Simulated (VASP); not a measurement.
The system is Fe.

```xyz
1
Lattice="-1.4451 1.4451 1.3600 1.4451 -1.4451 1.3600 1.4451 1.4451 -1.3600" Properties=species:S:1:pos:R:3 pbc="T T T"
Fe    0.0000    0.0000    0.0000
```

```yaml
Program: VASP 6.6.1
Task: relaxation of cell and atoms
Functional: PBEsol
Potentials_or_basis: VASP PAW PBE potentials, release 64 (Fe)
Cutoff: 600 eV
k_mesh: 10 × 10 × 10
Occupations: gaussian, width 0.1 eV
Spin: collinear spin, ferromagnetic start
Starting_moments: "[2.42] μB"
```

At the start: pressure -10.0 GPa; volume 11.36 Å³/atom.

Where does the relaxation end?

Over 5 steps the energy falls by 34.2 meV/atom and the volume is 10.82 Å³/atom (-4.8 %); space group Im-3m (No. 229, to 0.05 Å); moment 2.13 μB per cell.

The path:
| step | energy change (eV) | largest force (eV/Å) | pressure (GPa) | volume (Å³) |
| --- | --- | --- | --- | --- |
| 1 | 0.0000 | 0.0000 | -9.96 | 11.36 |
| 2 | -0.0053 | 0.0000 | 14.60 | 10.23 |
| 3 | -0.0264 | 0.0000 | 1.98 | 10.74 |
| 4 | -0.0335 | 0.0000 | 0.87 | 10.80 |
| 5 | -0.0342 | 0.0000 | 0.36 | 10.82 |

Final structure:
```
Fe
1.0
    -1.39270    1.39270    1.39466
     1.39270   -1.39270    1.39466
     1.39270    1.39270   -1.39466
Fe
1
Direct
  0.00000 0.00000 0.00000
```

Caveat: the PAW data sets were made with another functional, which shifts forces and pressure a little.
